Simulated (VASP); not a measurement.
Set up this calculation in VASP 6.6.1, as the native input.

* Task: single point
* Functional: PBE
* Potentials or basis: VASP PAW PBE potentials, release 64 (Cd, S)
* Cutoff: 520 eV
* k mesh: 10 × 10 × 10
* Occupations: gaussian, width 0.03 eV
* Spin: no spin polarisation
* Dipole correction: no
* Further INCAR settings: ALGO = Normal; EDIFF = 1e-06; NBANDS = 16

The structure of CdS lies in POSCAR:

```
CdS
1.0
    0.0000000000      2.6155818000      2.7532440000
    2.6155818000      0.0000000000      2.7532440000
    2.6155818000      2.6155818000      0.0000000000
Cd S
1 1
Direct
    0.0000000000      0.0000000000      0.0000000000
    0.5000000000      0.5000000000      0.5000000000
```

This cell differs from its parent crystal: strain -0.050 along x and y, +0.000 along z.

One way to write it, as run:

INCAR

```
SYSTEM = CdS
ALGO = Normal ; EDIFF = 1E-6
ENCUT = 520 ; GGA = PE
ISIF = 2 ; ISMEAR = 0
LASPH = .TRUE. ; LCHARG = .TRUE.
LELF = .TRUE. ; LREAL = .FALSE.
LVHAR = .TRUE. ; LWAVE = .FALSE.
NBANDS = 16 ; NELM = 60
PREC = Accurate ; SIGMA = 0.03
```

KPOINTS

```
k-points
0
G
  10 10 10
  0 0 0
```

Potentials or basis: VASP PAW PBE potentials, release 64 (Cd, S).

The run is started by

```bash
$ cat potpaw_PBE.64/Cd/POTCAR potpaw_PBE.64/S/POTCAR > POTCAR
$ mpirun -np 1 vasp_std > vasp.out
```

It gave:

The pressure is 9.8 GPa and the band gap on the k mesh is zero (band 9 reaches 3.94 eV, above the bottom of band 10 at 3.93 eV).

Caveat: the cell differs from its parent crystal (strain -0.050 along x and y, +0.000 along z).

It took 42 s on 1 thread of Intel(R) Xeon(R) Platinum 8488C (Sapphire Rapids) (shared host), peak memory 0.19 GiB.
